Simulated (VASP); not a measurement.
# PtS2 (P-3m1) in VASP: notebook

The runs below take PtS2 through single point, with PBEsol+U, HSE06, PBEsol.

Program: VASP 6.6.1. These are calculated values, not measurements. Logs are shortened: lines on timing, memory, paths and dates and some standing lists are left out, and cuts for length are marked.

## Step 1: The cell of the first run

The structure is trigonal, space group P-3m1 (No. 164). The conventional cell has a = 3.543 Å, b = 3.543 Å, c = 5.039 Å, α = 90.00°, β = 90.00°, γ = 120.00°. Within 3.1 Å of Pt (site symmetry -3m) lie 6 S at 2.34 Å. S (site symmetry 3m) has 3 Pt at 2.34 Å and 3 S at 3.07 Å within 3.1 Å.

## Step 2: Single point, PBEsol+U

INCAR reads:

```
PREC     = Accurate       # precision mode
ENCUT    = 570            # plane-wave cutoff, eV
EDIFF    = 1E-6           # SCF threshold, eV
ISMEAR   = -1             # smearing method
SIGMA    = 0.05           # smearing width, eV
LREAL    = F              # projectors in reciprocal space
LASPH    = T              # aspherical terms in the spheres
NELM     = 200            # most SCF steps
ALGO     = Normal         # electronic algorithm
ISIF     = 2              # what is computed and relaxed
LWAVE    = F              # write WAVECAR
LCHARG   = F              # write CHGCAR
LMAXMIX  = 4              # l up to which the mixer works
LDAU     = T              # DFT+U
LDAUTYPE = 2            
LDAUL    = 2 -1           # shell
LDAUU    = 2 0            # U, eV
LDAUJ    = 0 0          
LDAUPRINT= 1            
GGA      = PS             # functional
NBANDS   = 22             # bands
GGA_COMPAT= F
```

KPOINTS reads:

```
Automatic mesh
0
Gamma
  9 9 5
```

POSCAR reads:

```
PtS2
1.0
    3.5432000000      0.0000000000      0.0000000000
   -1.7716000000      3.0685012107      0.0000000000
    0.0000000000      0.0000000000      5.0388000000
Pt S
1 2
Direct
    0.0000000000      0.0000000000      0.0000000000
    0.6666666667      0.3333333333      0.7730000000
    0.3333333333      0.6666666667      0.2270000000
```

Potentials or basis: VASP PAW PBE potentials, release 64 (Pt_sv_GW, S).

Launch:

```
> cat potpaw_PBE.64/Pt_sv_GW/POTCAR potpaw_PBE.64/S/POTCAR > POTCAR
> mpirun -np 1 vasp_std > vasp.out
```

OUTCAR:

```text
PREC = Accurate
   ENCUT = 570
   EDIFF = 1E-6
   ISMEAR = -1
   LREAL = F
   LASPH = T
   NELM = 200
   ISIF = 2
   GGA = PS

 ion  position               nearest neighbor table
   1  0.000  0.000  0.000-   2 2.34   3 2.34   2 2.34   3 2.34   2 2.34   3 2.34
   2  0.667  0.333  0.773-   1 2.34   1 2.34   1 2.34
   3  0.333  0.667  0.227-   1 2.34   1 2.34   1 2.34

  LATTYP: Found a hexagonal cell.
 ALAT       =     3.5432000000
 C/A-ratio  =     1.4221043125

  Lattice vectors:

 A1 = (   3.5432000000,   0.0000000000,   0.0000000000)
 A2 = (  -1.7716000000,   3.0685012107,   0.0000000000)
 A3 = (   0.0000000000,   0.0000000000,   5.0388000000)

Analysis of symmetry for initial positions (statically):
=====================================================================
 Subroutine PRICEL returns:
 Original cell was already a primitive cell.

 Routine SETGRP: Setting up the symmetry group for a
 hexagonal supercell.

 Subroutine GETGRP returns: Found 12 space group operations
 (whereof 12 operations were pure point group operations)
 out of a pool of 24 trial point group operations.

The static configuration has the point symmetry D_3d.

Analysis of symmetry for dynamics (positions and initial velocities):
=====================================================================
 Subroutine PRICEL returns:
 Original cell was already a primitive cell.

 Routine SETGRP: Setting up the symmetry group for a
 hexagonal supercell.

 Subroutine GETGRP returns: Found 12 space group operations
 (whereof 12 operations were pure point group operations)
 out of a pool of 24 trial point group operations.

The dynamic configuration has the point symmetry D_3d.

 Subroutine INISYM returns: Found 12 space group operations
 (whereof 12 operations are pure point group operations),
 and found     1 'primitive' translations

----------------------------------------------------------------------------------------

                                     Primitive cell

  volume of cell :      54.7834
[... 140 lines left out ...]
  0.0000  0.0000  0.8630  0.0000  0.0000
  0.1252 -0.0000  0.0000  0.7070 -0.0000
 -0.0000  0.1252  0.0000 -0.0000  0.7591

spin component  2

  0.7591 -0.0000  0.0000  0.1252 -0.0000
 -0.0000  0.7070  0.0000 -0.0000  0.1252
  0.0000  0.0000  0.8630  0.0000  0.0000
  0.1252 -0.0000  0.0000  0.7070 -0.0000
 -0.0000  0.1252  0.0000 -0.0000  0.7591

 occupancies and eigenvectors

  o =  0.6052  v =  0.6310  0.0000 -0.0000 -0.7758  0.0000  0.0000  0.0000  0.0000  0.0000  0.0000      0.0000  0.0000  0.0000  0.0000  0.0000  0.0000  0.0000  0.0000  0.0000  0.0000
  o =  0.6052  v =  0.0000  0.0000  0.0000  0.0000  0.0000  0.6310  0.0000 -0.0000 -0.7758  0.0000      0.0000  0.0000  0.0000  0.0000  0.0000  0.0000  0.0000  0.0000  0.0000  0.0000
  o =  0.6052  v =  0.0000 -0.7758 -0.0000  0.0000  0.6310  0.0000  0.0000  0.0000  0.0000  0.0000      0.0000  0.0000  0.0000  0.0000  0.0000  0.0000  0.0000  0.0000  0.0000  0.0000
  o =  0.6052  v =  0.0000  0.0000  0.0000  0.0000  0.0000  0.0000 -0.7758 -0.0000  0.0000  0.6310      0.0000  0.0000  0.0000  0.0000  0.0000  0.0000  0.0000  0.0000  0.0000  0.0000
  o =  0.8610  v =  0.0000  0.0000  0.0000  0.0000  0.0000 -0.7758  0.0000 -0.0000 -0.6310  0.0000      0.0000  0.0000  0.0000  0.0000  0.0000  0.0000  0.0000  0.0000  0.0000  0.0000
  o =  0.8610  v = -0.7758  0.0000 -0.0000 -0.6310  0.0000  0.0000  0.0000  0.0000  0.0000  0.0000      0.0000  0.0000  0.0000  0.0000  0.0000  0.0000  0.0000  0.0000  0.0000  0.0000
  o =  0.8610  v =  0.0000  0.6310 -0.0000  0.0000  0.7758  0.0000  0.0000  0.0000  0.0000  0.0000      0.0000  0.0000  0.0000  0.0000  0.0000  0.0000  0.0000  0.0000  0.0000  0.0000
  o =  0.8610  v =  0.0000  0.0000  0.0000  0.0000  0.0000  0.0000  0.6310 -0.0000  0.0000  0.7758      0.0000  0.0000  0.0000  0.0000  0.0000  0.0000  0.0000  0.0000  0.0000  0.0000
  o =  0.8630  v =  0.0000  0.0000  0.0000  0.0000  0.0000  0.0000 -0.0000 -1.0000  0.0000 -0.0000      0.0000  0.0000  0.0000  0.0000  0.0000  0.0000  0.0000  0.0000  0.0000  0.0000
  o =  0.8630  v =  0.0000 -0.0000 -1.0000  0.0000 -0.0000  0.0000  0.0000  0.0000  0.0000  0.0000      0.0000  0.0000  0.0000  0.0000  0.0000  0.0000  0.0000  0.0000  0.0000  0.0000

 number of electron      29.9999999 magnetization

 Free energy of the ion-electron system (eV)
  ---------------------------------------------------
  ext. energy  EPLUGINS =         0.00000000
  ---------------------------------------------------
  free energy    TOTEN  =       -15.19299449 eV

  energy without entropy =      -15.19298899  energy(sigma->0) =      -15.19299174

 E-fermi :   6.9372     XC(G=0): -10.9361

 val. band max:        6.4544522283   @ k =   0.0000   0.2222   0.2000
 cond. band min:       7.4573568346   @ k =   0.0000   0.3333   0.2000
 fundamental gap:      1.0029046063
 Fermi energy:         6.9372211465

 k-point     1 :       0.0000    0.0000    0.0000
  band No.  band energies     occupation
      1     -92.8834      2.00000
      2     -47.1290      2.00000
      3     -47.1290      2.00000
      4     -46.9401      2.00000
      5      -9.0811      2.00000
      6      -5.7928      2.00000
[... 589 lines left out ...]
     21      14.8927      0.00000
     22      16.9132      0.00000

 [... further k-points ...]

------------------------ aborting loop because EDIFF is reached ----------------------------------------

  FORCE on cell =-STRESS in cart. coord.  units (eV):
  Direction    XX          YY          ZZ          XY          YZ          ZX
  --------------------------------------------------------------------------------------
  -------------------------------------------------------------------------------------
  Total        1.8258185      1.8258185      1.8603393     -0.0000000     -0.0000000      0.0000000
  in kB       53.3972765     53.3972765     54.4068590     -0.0000000     -0.0000000      0.0000000
  external PRESSURE =      53.7338040 kB  Pullay stress =       0.0000000 kB

 VOLUME and BASIS-vectors are now :
 -----------------------------------------------------------------------------
  energy-cutoff  :      570.00
  volume of cell :       54.78
      direct lattice vectors                 reciprocal lattice vectors
     3.543200000  0.000000000  0.000000000     0.282230752  0.162946001  0.000000000
    -1.771600000  3.068501211  0.000000000     0.000000000  0.325892001  0.000000000
     0.000000000  0.000000000  5.038800000     0.000000000  0.000000000  0.198459951

 POSITION                                       TOTAL-FORCE (eV/Angst)
 -----------------------------------------------------------------------------------
      0.00000      0.00000      0.00000         0.000000      0.000000      0.000000
      1.77160      1.02283      3.89499        -0.000000      0.000000     -0.949209
     -0.00000      2.04567      1.14381         0.000000     -0.000000      0.949209
 -----------------------------------------------------------------------------------
    total drift:                                0.000000      0.000000      0.000000

  FREE ENERGIE OF THE ION-ELECTRON SYSTEM (eV)
  ---------------------------------------------------
  free  energy   TOTEN  =       -15.1929944869 eV

  energy  without entropy=      -15.1929889918  energy(sigma->0) =      -15.19299174
```

stdout:

```text
POSCAR found type information on POSCAR PtS
 POSCAR found :  2 types and       3 ions
 scaLAPACK will be used
 -----------------------------------------------------------------------------
|                                                                             |
|                                                                             |
|     You enforced a specific xc type in the INCAR file but a different       |
|     I HOPE YOU KNOW WHAT YOU ARE DOING!                                     |
|                                                                             |
 -----------------------------------------------------------------------------

 LDA part: xc-table for (Slater+PW92), standard interpolation
 POSCAR, INCAR and KPOINTS ok, starting setup
 FFT: planning ... GRIDC
 FFT: planning ... GRID_SOFT
 FFT: planning ... GRID
 WAVECAR not read
 entering main loop
```

Run time: 63 s. Hardware: 1 thread of AMD EPYC 7R13 (Zen 3), shared host; peak memory 0.19 GiB.

What came out:

- Free energy: -15.1930 eV
- Pressure: 5.4 GPa
- Largest force: 0.949 eV/Å
- Band gap on the k mesh: 1.00 eV (least direct gap 1.05 eV)

Forces on the atoms (eV/Å):
```
Pt   0.000  0.000  0.000
S    0.000  0.000 -0.949
S    0.000  0.000  0.949
```

Eigenvalues of the final occupation matrices:
| site | spin | trace | eigenvalues |
| --- | --- | --- | --- |
| site 1 d | 1 | 3.80 | 0.61 0.61 0.86 0.86 0.86 |
| site 1 d | 2 | 3.80 | 0.61 0.61 0.86 0.86 0.86 |

Caveat: the cell stands under pressure; the PAW data sets were made with another functional, which shifts forces and pressure a little; spin-orbit coupling is left out, which moves the levels of the heavy elements.

## Step 3: Single point, PBEsol+U

INCAR reads:

```
SYSTEM = PtS2
PREC = Accurate
ENCUT = 570
EDIFF = 1E-6
ISMEAR = -1
SIGMA = 0.05
LREAL = .FALSE.
LASPH = .TRUE.
NELM = 200
ALGO = Normal
ISIF = 2
LWAVE = .FALSE.
LCHARG = .TRUE.
LMAXMIX = 4
LDAU = .TRUE.
LDAUTYPE = 2
LDAUL = 2 -1
LDAUU = 3 0
LDAUJ = 0 0
LDAUPRINT = 1
GGA = PS
LELF = .TRUE.
LVHAR = .TRUE.
NBANDS = 22
GGA_COMPAT = .FALSE.
```

KPOINTS reads:

```
Automatic mesh
0
G
  9 9 5
  0 0 0
```

POSCAR is that of step 2.

Potentials or basis: VASP PAW PBE potentials, release 64 (Pt_sv_GW, S).

Launch:

```
> cat potpaw_PBE.64/Pt_sv_GW/POTCAR potpaw_PBE.64/S/POTCAR > POTCAR
> mpirun -np 1 vasp_std > vasp.out
```

OUTCAR:

```text
SYSTEM = PtS2
   PREC = Accurate
   ENCUT = 570
   EDIFF = 1E-6
   ISMEAR = -1
   LREAL = .FALSE.
   LASPH = .TRUE.
   NELM = 200
   ISIF = 2
   GGA = PS

 ion  position               nearest neighbor table
   1  0.000  0.000  0.000-   2 2.34   3 2.34   2 2.34   3 2.34   2 2.34   3 2.34
   2  0.667  0.333  0.773-   1 2.34   1 2.34   1 2.34
   3  0.333  0.667  0.227-   1 2.34   1 2.34   1 2.34

  LATTYP: Found a hexagonal cell.
 ALAT       =     3.5432000000
 C/A-ratio  =     1.4221043125

  Lattice vectors:

 A1 = (   3.5432000000,   0.0000000000,   0.0000000000)
 A2 = (  -1.7716000000,   3.0685012107,   0.0000000000)
 A3 = (   0.0000000000,   0.0000000000,   5.0388000000)

Analysis of symmetry for initial positions (statically):
=====================================================================
 Subroutine PRICEL returns:
 Original cell was already a primitive cell.

 Routine SETGRP: Setting up the symmetry group for a
 hexagonal supercell.

 Subroutine GETGRP returns: Found 12 space group operations
 (whereof 12 operations were pure point group operations)
 out of a pool of 24 trial point group operations.

The static configuration has the point symmetry D_3d.

Analysis of symmetry for dynamics (positions and initial velocities):
=====================================================================
 Subroutine PRICEL returns:
 Original cell was already a primitive cell.

 Routine SETGRP: Setting up the symmetry group for a
 hexagonal supercell.

 Subroutine GETGRP returns: Found 12 space group operations
 (whereof 12 operations were pure point group operations)
 out of a pool of 24 trial point group operations.

[... 169 lines left out ...]
  o =  0.8740  v =  0.0000  0.0000  0.0000  0.0000  0.0000 -0.7749  0.0000 -0.0000 -0.6321  0.0000      0.0000  0.0000  0.0000  0.0000  0.0000  0.0000  0.0000  0.0000  0.0000  0.0000
  o =  0.8740  v = -0.7749  0.0000 -0.0000 -0.6321  0.0000  0.0000  0.0000  0.0000  0.0000  0.0000      0.0000  0.0000  0.0000  0.0000  0.0000  0.0000  0.0000  0.0000  0.0000  0.0000
  o =  0.8740  v =  0.0000  0.0000  0.0000  0.0000  0.0000  0.0000  0.6321 -0.0000 -0.0000  0.7749      0.0000  0.0000  0.0000  0.0000  0.0000  0.0000  0.0000  0.0000  0.0000  0.0000
  o =  0.8740  v =  0.0000  0.6321 -0.0000 -0.0000  0.7749  0.0000  0.0000  0.0000  0.0000  0.0000      0.0000  0.0000  0.0000  0.0000  0.0000  0.0000  0.0000  0.0000  0.0000  0.0000
  o =  0.8761  v =  0.0000 -0.0000 -1.0000  0.0000 -0.0000  0.0000  0.0000  0.0000  0.0000  0.0000      0.0000  0.0000  0.0000  0.0000  0.0000  0.0000  0.0000  0.0000  0.0000  0.0000
  o =  0.8761  v =  0.0000  0.0000  0.0000  0.0000  0.0000  0.0000 -0.0000 -1.0000  0.0000 -0.0000      0.0000  0.0000  0.0000  0.0000  0.0000  0.0000  0.0000  0.0000  0.0000  0.0000

 number of electron      29.9999999 magnetization

 Free energy of the ion-electron system (eV)
  ---------------------------------------------------
  ext. energy  EPLUGINS =         0.00000000
  ---------------------------------------------------
  free energy    TOTEN  =       -14.37157645 eV

  energy without entropy =      -14.37157136  energy(sigma->0) =      -14.37157391

 E-fermi :   6.9236     XC(G=0): -10.9317

 val. band max:        6.4446882264   @ k =   0.1111  -0.0000   0.0000
 cond. band min:       7.4456145708   @ k =   0.0000   0.3333   0.2000
 fundamental gap:      1.0009263444
 Fermi energy:         6.9236404886

 k-point     1 :       0.0000    0.0000    0.0000
  band No.  band energies     occupation
      1     -92.7038      2.00000
      2     -47.0046      2.00000
      3     -47.0046      2.00000
      4     -46.8103      2.00000
      5      -9.0815      2.00000
      6      -5.7968      2.00000
[... 589 lines left out ...]
     21      14.8847      0.00000
     22      16.8866      0.00000

 [... further k-points ...]

------------------------ aborting loop because EDIFF is reached ----------------------------------------

  FORCE on cell =-STRESS in cart. coord.  units (eV):
  Direction    XX          YY          ZZ          XY          YZ          ZX
  --------------------------------------------------------------------------------------
  -------------------------------------------------------------------------------------
  Total        1.7294095      1.7294095      1.9019824      0.0000000      0.0000000      0.0000000
  in kB       50.5777289     50.5777289     55.6247396      0.0000000      0.0000000      0.0000000
  external PRESSURE =      52.2600658 kB  Pullay stress =       0.0000000 kB

 VOLUME and BASIS-vectors are now :
 -----------------------------------------------------------------------------
  energy-cutoff  :      570.00
  volume of cell :       54.78
      direct lattice vectors                 reciprocal lattice vectors
     3.543200000  0.000000000  0.000000000     0.282230752  0.162946001  0.000000000
    -1.771600000  3.068501211  0.000000000     0.000000000  0.325892001  0.000000000
     0.000000000  0.000000000  5.038800000     0.000000000  0.000000000  0.198459951

 POSITION                                       TOTAL-FORCE (eV/Angst)
 -----------------------------------------------------------------------------------
      0.00000      0.00000      0.00000         0.000000      0.000000      0.000000
      1.77160      1.02283      3.89499        -0.000000      0.000000     -0.956341
     -0.00000      2.04567      1.14381        -0.000000     -0.000000      0.956341
 -----------------------------------------------------------------------------------
    total drift:                                0.000000      0.000000      0.000000

  FREE ENERGIE OF THE ION-ELECTRON SYSTEM (eV)
  ---------------------------------------------------
  free  energy   TOTEN  =       -14.3715764537 eV

  energy  without entropy=      -14.3715713585  energy(sigma->0) =      -14.37157391
```

It took 3.1 min on 1 thread of AMD EPYC, shared host; peak memory 0.19 GiB.

What came out:

```
Free energy            : -14.3716 eV
Pressure               : 5.2 GPa
Largest force          : 0.956 eV/Å
Band gap on the k mesh : 1.00 eV (least direct gap 1.07 eV)
```

Forces on the atoms (eV/Å):
```
Pt   0.000  0.000  0.000
S    0.000  0.000 -0.956
S    0.000  0.000  0.956
```

Eigenvalues of the final occupation matrices:
```tsv
site	spin	trace	eigenvalues
site 1 d	1	3.84	0.61 0.61 0.87 0.87 0.88
site 1 d	2	3.84	0.61 0.61 0.87 0.87 0.88
```

Caveat: the cell stands under pressure; the PAW data sets were made with another functional, which shifts forces and pressure a little; spin-orbit coupling is left out, which moves the levels of the heavy elements.

(Continued in part 2 of 2.)
